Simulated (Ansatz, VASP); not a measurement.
Two plane-wave programs on Be

File INCAR:

```
PREC = Accurate
ENCUT = 600
EDIFF = 1E-6
ISMEAR = 0
SIGMA = 0.1
LREAL = F
LASPH = T
NELM = 120
ALGO = Normal
ISIF = 2
LWAVE = F
LCHARG = F
GGA = PS
NBANDS = 12
GGA_COMPAT = F
```

The input KPOINTS:

```
regular mesh
0
Gamma
  9 9 4
```

POSCAR

```
Be
1.0
    2.2997755904      0.0000000000      0.0000000000
   -1.1498877951      1.9916640843      0.0000000000
    0.0000000000      0.0000000000      7.4172301922
Be
4
Direct
    0.0000000000      0.0000000000      0.0000000000
    0.0000000000      0.0000000000      0.5000000000
    0.3333333333      0.6666666667      0.7500000000
    0.6666666667      0.3333333333      0.2500000000
```

Input for Ansatz:

```yaml
crystal:
  lattice:
    - [2.2997755904, 0.0, 0.0]
    - [-1.1498877951, 1.9916640843, 0.0]
    - [0.0, 0.0, 7.4172301922]
  atoms:
    - { symbol: Be, position: [0.0, 0.0, 0.0] }
    - { symbol: Be, position: [0.0, 0.0, 0.5] }
    - { symbol: Be, position: [0.3333333333, 0.6666666667, 0.75] }
    - { symbol: Be, position: [0.6666666667, 0.3333333333, 0.25] }
basis:
  ecutwfc: 420
kpoints:
  mp_grid: { grid: [9, 9, 4] }
hamiltonian:
  xc: pbesol
scf:
  occupations: { method: gaussian, width: 0.1 }
  lower_state_search: "off"
output:
  forces: true
  stress: true
  eigenvalues: true
```

Alike in both runs: task single point; functional PBEsol; k mesh 9 × 9 × 4; occupations gaussian, width 0.1 eV; no spin polarisation.

|  | VASP | Ansatz |
| --- | --- | --- |
| version | VASP 6.6.1 | Ansatz 0.2.0 |
| potentials or method | VASP PAW PBE potentials, release 64 (Be), cutoff 600 eV | scalar-relativistic, plane waves, PAW |
| valence electrons in the cell | 8 | 8 |

Ansatz gave:

- gap on the k mesh at the Fermi level (eV): none
- pressure (GPa): -8.9
- traceless stress, the component that is largest in VASP (GPa): -4.11

Problem. What did VASP give for the same quantities?

Solution. gap on the k mesh at the Fermi level (eV): none; pressure (GPa): -8.7; traceless stress, the component that is largest in VASP (GPa): -4.08.

VASP's potentials were made for PBE, not for PBEsol. A gap of «none» marks a metal or a gap that the smearing closes. With one functional, cell and mesh, what is left measures potentials, basis and numerics.
